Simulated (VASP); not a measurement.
# P (R-3m) in VASP: relaxation of cell and atoms with PBEsol

Aim: the relaxation of cell and atoms of P with PBEsol.

Program: VASP 6.6.1. These are calculated values, not measurements. Logs are shortened: lines on timing, memory, paths and dates and some standing lists are left out, and cuts for length are marked.

### Step 1. The cell of the first run

The structure is trigonal, space group R-3m (No. 166). Conventional cell: a = 3.372 Å, b = 3.372 Å, c = 8.263 Å, α = 90.00°, β = 90.00°, γ = 120.00°. P (site symmetry 3m) has 6 P at 2.31 to 2.46 Å within 3.1 Å.

### Step 2. Relaxation of cell and atoms, PBEsol, target pressure 7.4 GPa, at which the enthalpy is minimised

Contents of INCAR:

```
  PREC = Accurate
  ENCUT = 600
  EDIFF = 1E-7
  ISMEAR = -1
  SIGMA = 0.1
  LREAL = F
  LASPH = T
  NELM = 100
  ALGO = Normal
  ISIF = 3
  LWAVE = F
  LCHARG = F
  GGA = PS
  IBRION = 2
  NSW = 80
  EDIFFG = -0.002
  PSTRESS = 74.0
```

Contents of KPOINTS:

```
Automatic mesh
0
Gamma
  15 15 15
```

Contents of POSCAR:

```
P
1.0
    1.6859587864      0.9733887592      2.7544688638
   -1.6859587864      0.9733887592      2.7544688638
    0.0000000000     -1.9467775183      2.7544688638
P
2
Direct
    0.2423320988      0.2423320988      0.2423320988
    0.7576679012      0.7576679012      0.7576679012
```

Potentials or basis: VASP PAW PBE potentials, release 64 (P).

Command:

```console
$ cat potpaw_PBE.64/P/POTCAR > POTCAR
$ mpirun -np 1 vasp_std > vasp.out
```

OUTCAR:

```text
PREC = Accurate
   ENCUT = 600
   EDIFF = 1E-7
   ISMEAR = -1
   LREAL = F
   LASPH = T
   NELM = 100
   ISIF = 3
   GGA = PS
   IBRION = 2
   NSW = 80
   EDIFFG = -0.002
   PSTRESS = 74.0

 ion  position               nearest neighbor table
   1  0.242  0.242  0.242-   2 2.31   2 2.31   2 2.31   2 2.46   2 2.46   2 2.46
   2  0.758  0.758  0.758-   1 2.31   1 2.31   1 2.31   1 2.46   1 2.46   1 2.46

  LATTYP: Found a trigonal (rhomboedric) cell.
 ALAT       =     3.3729870186
 COS(alpha) =     0.5003170117

  Lattice vectors:

 A1 = (   1.6859587864,   0.9733887592,   2.7544688638)
 A2 = (  -1.6859587864,   0.9733887592,   2.7544688638)
 A3 = (   0.0000000000,  -1.9467775183,   2.7544688638)

Analysis of symmetry for initial positions (statically):
=====================================================================
 Subroutine PRICEL returns:
 Original cell was already a primitive cell.

 Routine SETGRP: Setting up the symmetry group for a
 trigonal (rhombohedral) supercell.

 Subroutine GETGRP returns: Found 12 space group operations
 (whereof 12 operations were pure point group operations)
 out of a pool of 12 trial point group operations.

The static configuration has the point symmetry D_3d.

Analysis of symmetry for dynamics (positions and initial velocities):
=====================================================================
 Subroutine PRICEL returns:
 Original cell was already a primitive cell.

 Routine SETGRP: Setting up the symmetry group for a
 trigonal (rhombohedral) supercell.

 Subroutine GETGRP returns: Found 12 space group operations
 (whereof 12 operations were pure point group operations)
 out of a pool of 12 trial point group operations.

The dynamic configuration has the point symmetry D_3d.

 Subroutine INISYM returns: Found 12 space group operations
 (whereof 12 operations are pure point group operations),
 and found     1 'primitive' translations

----------------------------------------------------------------------------------------

                                     Primitive cell

  volume of cell :      27.1220

  direct lattice vectors                    reciprocal lattice vectors
     1.685958786  0.973388759  2.754468864     0.296567155  0.171223127  0.121015466
    -1.685958786  0.973388759  2.754468864    -0.296567155  0.171223127  0.121015466
     0.000000000 -1.946777518  2.754468864     0.000000000 -0.342446253  0.121015466

  length of vectors
     3.372987019  3.372987019  3.372987019     0.363199916  0.363199916  0.363199916

  position of ions in fractional coordinates (direct lattice)
     0.242332099  0.242332099  0.242332099
     0.757667901  0.757667901  0.757667901

  ion indices of the primitive-cell ions
   primitive index   ion index
                 1           1
                 2           2

----------------------------------------------------------------------------------------

 KPOINTS: Automatic mesh

Automatic generation of k-mesh.
 Grid dimensions read from file:
 generate k-points for:   15   15   15

 Generating k-lattice:

  Cartesian coordinates                     Fractional coordinates (reciprocal lattice)
     0.019771144  0.011414875  0.008067698     0.066666667  0.000000000 -0.000000000
    -0.019771144  0.011414875  0.008067698     0.000000000  0.066666667 -0.000000000
     0.000000000 -0.022829750  0.008067698    -0.000000000 -0.000000000  0.066666667

  Length of vectors
     0.024213328  0.024213328  0.024213328

  Shift w.r.t. Gamma in fractional coordinates (k-lattice)
     0.000000000  0.000000000  0.000000000

 Subroutine IBZKPT returns following result:
 ===========================================

 Found    344 irreducible k-points:

 Following reciprocal coordinates:
            Coordinates               Weight
  0.000000  0.000000  0.000000      1.000000
  0.066667  0.000000  0.000000      6.000000
  0.133333 -0.000000 -0.000000      6.000000
  0.200000 -0.000000  0.000000      6.000000
  0.266667 -0.000000 -0.000000      6.000000
  0.333333  0.000000  0.000000      6.000000
[... 16 lines left out ...]
  0.133333  0.133333  0.000000      6.000000
  0.200000  0.133333  0.000000     12.000000
 [... further k-points ...]
   k-points           NKPTS =    344   k-points in BZ     NKDIM =    344   number of bands    NBANDS=      9
   number of dos      NEDOS =    301   number of ions     NIONS =      2
   total plane-waves  NPLWV =  21952
   dimension x,y,z NGX =    28 NGY =   28 NGZ =   28
   dimension x,y,z NGXF=    56 NGYF=   56 NGZF=   56
   ions per type =               2
   NGX,Y,Z   is equivalent  to a cutoff of  13.80, 13.80, 13.80 a.u.
   NGXF,Y,Z  is equivalent  to a cutoff of  27.60, 27.60, 27.60 a.u.
 SYSTEM =  unknown system
   PREC   = accura    normal or accurate (medium, high low for compatibility)
   ISTART =      0    job   : 0-new  1-cont  2-samecut
   ICHARG =      2    charge: 1-file 2-atom 10-const
   ISPIN  =      1    spin polarized calculation?
   LNONCOLLINEAR =      F non collinear calculations
   LSORBIT =      F    spin-orbit coupling
   LASPH  =      T    aspherical Exc in radial PAW
   ENCUT  =  600.0 eV  44.10 Ry    6.64 a.u.   6.74  6.74  6.74*2*pi/ulx,y,z
   NELM   =    100;   NELMIN=  2; NELMDL= -5     # of ELM steps
   EDIFF  = 0.1E-06   stopping-criterion for ELM
   LREAL  =      F    real-space projection
   EDIFFG = -.2E-02   stopping-criterion for IOM
   NSW    =     80    number of steps for IOM
   IBRION =      2    ionic relax: 0-MD 1-quasi-New 2-CG
   NFREE  =      1    steps in history (QN), initial steepest desc. (CG)
   ISIF   =      3    stress and relaxation
   ISYM   =      2    0-nonsym 1-usesym 2-fastsym
   POTIM  = 0.5000    time-step for ionic-motion
   TEBEG  =    0.0;   TEEND  =   0.0 temperature during run
   PSTRESS=   74.0 pullay stress
   NELECT =      10.0000    total number of electrons
   NUPDOWN=      -1.0000    fix difference up-down
   EMIN   =  10.00;   EMAX   =-10.00  energy-range for DOS
   EFERMI =   0.00;   METHOD = LEGACY
   ISMEAR =    -1;   SIGMA  =   0.10  broadening in eV -4-tet -1-fermi 0-gaus
   EFERMI_NEDOS =   21; number of points for ismear=-14 and -15
   IALGO  =     38    algorithm
   IMIX   =      4    mixing-type and parameters
     AMIX     =   0.40;   BMIX     =  1.00
     AMIX_MAG =   1.60;   BMIX_MAG =  1.00
  volume/ion in A,a.u.               =      13.56        91.51
  Fermi-wavevector in a.u.,A,eV,Ry     =   1.173908  2.218364 18.749642  1.378060
  Thomas-Fermi vector in A             =   2.310313
   LORBIT       =      0    0 simple, 1 ext, 2 COOP (PROOUT), +10 PAW based schemes
   GGA     = PS    functional components
   LHFCALC =     F    Hartree Fock is set to
   AEXX    =    0.0000 exact exchange contribution
   IVDW    =     0    specifies the selected vdW correction
   LEPSILON=     F    determine dielectric tensor
   LRPA    =     F    only Hartree local field effects (RPA)
 conjugate gradient relaxation of ions
 non-spin polarized calculation
  energy-cutoff  :      600.00
  volume of cell :       27.12
 maximum number of plane-waves:       926
   NGX = 13   NGY = 13   NGZ = 13

--------------------------------------- Ionic step        1  -------------------------------------------

 number of electron      10.0000000 magnetization

 Free energy of the ion-electron system (eV)
  ---------------------------------------------------
  ext. energy  EPLUGINS =         0.00000000
  ---------------------------------------------------
  free energy    TOTEN  =       -11.53268281 eV

  energy without entropy =      -11.51701076  energy(sigma->0) =      -11.52484679

------------------------ aborting loop because EDIFF is reached ----------------------------------------

  FORCE on cell =-STRESS in cart. coord.  units (eV):
  Direction    XX          YY          ZZ          XY          YZ          ZX
  --------------------------------------------------------------------------------------
  -------------------------------------------------------------------------------------
  Total        1.3150371      1.3150371      1.3057498      0.0000000      0.0000000      0.0000000
  in kB       77.6830387     77.6830387     77.1344066      0.0000000      0.0000000      0.0000000
  external PRESSURE =       3.5001613 kB  Pullay stress =      74.0000000 kB

 VOLUME and BASIS-vectors are now :
 -----------------------------------------------------------------------------
  energy-cutoff  :      600.00
  volume of cell :       27.12
      direct lattice vectors                 reciprocal lattice vectors
     1.685958786  0.973388759  2.754468864     0.296567155  0.171223127  0.121015466
    -1.685958786  0.973388759  2.754468864    -0.296567155  0.171223127  0.121015466
     0.000000000 -1.946777518  2.754468864     0.000000000 -0.342446253  0.121015466
[... 160 lines left out ...]
  FREE ENERGIE OF THE ION-ELECTRON SYSTEM (eV)
  ---------------------------------------------------
  free  energy   TOTEN  =       -11.5354462528 eV

  energy  without entropy=      -11.5196789832  energy(sigma->0) =      -11.52756262

  enthalpy is  TOTEN    =       -10.2800804700 eV   P V=        1.2553657828

--------------------------------------- Ionic step        6  -------------------------------------------

 number of electron      10.0000000 magnetization

 Free energy of the ion-electron system (eV)
  ---------------------------------------------------
  ext. energy  EPLUGINS =         0.00000000
  ---------------------------------------------------
  free energy    TOTEN  =       -11.53480950 eV

  energy without entropy =      -11.51893581  energy(sigma->0) =      -11.52687266

 E-fermi :  10.7530     XC(G=0): -11.6744

 val. band max:       10.7510039748   @ k =  -0.4667   0.2000   0.1333
 cond. band min:      10.7669658646   @ k =   0.3333   0.0000   0.0000
 fundamental gap:      0.0159618898
 Fermi energy:        10.7530009295

 k-point     1 :       0.0000    0.0000    0.0000
  band No.  band energies     occupation
      1      -6.6500      2.00000
      2       8.3027      2.00000
      3       8.3027      2.00000
      4       8.4378      2.00000
      5       9.8209      1.99982
      6      14.4642      0.00000
      7      14.8035      0.00000
      8      14.8035      0.00000
      9      16.2064      0.00000

 k-point     2 :       0.0667    0.0000    0.0000
  band No.  band energies     occupation
      1      -6.5695      2.00000
      2       7.3718      2.00000
      3       8.2778      2.00000
      4       8.3994      2.00000
      5      10.4876      1.86854
      6      14.4385      0.00000
      7      14.7969      0.00000
      8      14.9048      0.00000
      9      15.4522      0.00000
[... 253 lines left out ...]
 k-point    24 :       0.2000    0.1333    0.0000
  band No.  band energies     occupation
      1      -5.9301      2.00000
      2       5.2564      2.00000
      3       7.1402      2.00000
      4       7.4515      2.00000
      5      10.3112      1.97616
      6      13.2595      0.00000
      7      13.6247      0.00000
      8      15.6428      0.00000
      9      16.1992      0.00000

 [... further k-points ...]

------------------------ aborting loop because EDIFF is reached ----------------------------------------

  FORCE on cell =-STRESS in cart. coord.  units (eV):
  Direction    XX          YY          ZZ          XY          YZ          ZX
  --------------------------------------------------------------------------------------
  -------------------------------------------------------------------------------------
  Total        1.2536636      1.2536636      1.2565578      0.0000000      0.0000000      0.0000000
  in kB       73.9379633     73.9379633     74.1086525      0.0000000      0.0000000      0.0000000
  external PRESSURE =      -0.0051403 kB  Pullay stress =      74.0000000 kB

 VOLUME and BASIS-vectors are now :
 -----------------------------------------------------------------------------
  energy-cutoff  :      600.00
  volume of cell :       27.17
      direct lattice vectors                 reciprocal lattice vectors
     1.687067866  0.974029086  2.755296819     0.296372191  0.171110564  0.120979101
    -1.687067866  0.974029086  2.755296819    -0.296372191  0.171110564  0.120979101
    -0.000000000 -1.948058173  2.755296819     0.000000000 -0.342221129  0.120979101

 POSITION                                       TOTAL-FORCE (eV/Angst)
 -----------------------------------------------------------------------------------
     -0.00000      0.00000      2.00555        -0.000000      0.000000      0.001116
     -0.00000      0.00000      6.26034         0.000000     -0.000000     -0.001116
 -----------------------------------------------------------------------------------
    total drift:                               -0.000000      0.000000      0.000000

  FREE ENERGIE OF THE ION-ELECTRON SYSTEM (eV)
  ---------------------------------------------------
  free  energy   TOTEN  =       -11.5348095043 eV

  energy  without entropy=      -11.5189358100  energy(sigma->0) =      -11.52687266

  enthalpy is  TOTEN    =       -10.2800940197 eV   P V=        1.2547154847

 reached required accuracy - stopping structural energy minimisation
```

Run time: 4.2 min. Hardware: 1 thread of Intel Xeon 6975P-C (Granite Rapids), shared host; peak memory 0.21 GiB.

Results:

| Item | Value |
| --- | --- |
| Free energy | -11.5348 eV |
| Relaxed volume | 13.58 Å³/atom |
| Relaxed cell | a = 3.374 Å, b = 3.374 Å, c = 3.374 Å, α = 59.99°, β = 59.99°, γ = 59.99° |
| Space group after relaxing (to 0.1 Å) | R-3m (No. 166) |
| Energy change on relaxing (the run minimises the enthalpy) | -1.1 meV/atom |
| Ionic steps | 6 |
| Pressure after relaxing | 7.4 GPa |
| Band gap on the k mesh | zero (bands 5 and 6 overlap by 2.14 eV) |

Step by step:
| step | energy change (eV) | largest force (eV/Å) | pressure (GPa) | volume (Å³) |
| --- | --- | --- | --- | --- |
| 1 | 0.0000 | 0.0214 | 7.75 | 27.12 |
| 2 | -0.0054 | 0.0007 | 7.05 | 27.24 |
| 3 | -0.0029 | 0.0104 | 7.38 | 27.18 |
| 4 | -0.0030 | 0.0102 | 7.37 | 27.18 |
| 5 | -0.0028 | 0.0079 | 7.38 | 27.18 |
| 6 | -0.0021 | 0.0011 | 7.40 | 27.17 |

Final structure:
```
CELL_PARAMETERS angstrom
1.68707 0.97403 2.75530
-1.68707 0.97403 2.75530
0.00000 -1.94806 2.75530
ATOMIC_POSITIONS crystal
P 0.24263 0.24263 0.24263
P 0.75737 0.75737 0.75737
```

Caveat: the cell is relaxed towards a set pressure, so the run minimises the enthalpy, not the energy; the PAW data sets were made with another functional, which shifts forces and pressure a little.
